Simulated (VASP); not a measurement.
LiF:

```
Li F
1.0
     3.08105    0.00000    0.00000
    -1.54053    2.66827    0.00000
     0.00000    0.00000    4.78523
Li F
2 2
Direct
  0.33333 0.66667 0.38244
  0.66667 0.33333 0.88244
  0.33333 0.66667 0.99256
  0.66667 0.33333 0.49256
```

Base run:

```yaml
Program: VASP 6.6.1
Functional: r2SCAN
Dispersion: rVV10
Potentials_or_basis: VASP PAW PBE potentials, release 64 (Li_sv, F)
Cutoff: 520 eV
k_mesh: 6 × 6 × 4
Occupations: gaussian, width 0.01 eV
Spin: no spin polarisation
```

Its results: band gap on the k mesh 8.58 eV; largest force 0.004 eV/Å.

The run is repeated on the same cell with these changes: dispersion from rVV10 to none. What comes out?

Band gap on the k mesh 8.68 eV; largest force 0.003 eV/Å.

Caveats: the PAW data sets were made with another functional, which shifts forces and pressure a little.

A k mesh can miss the band edges.
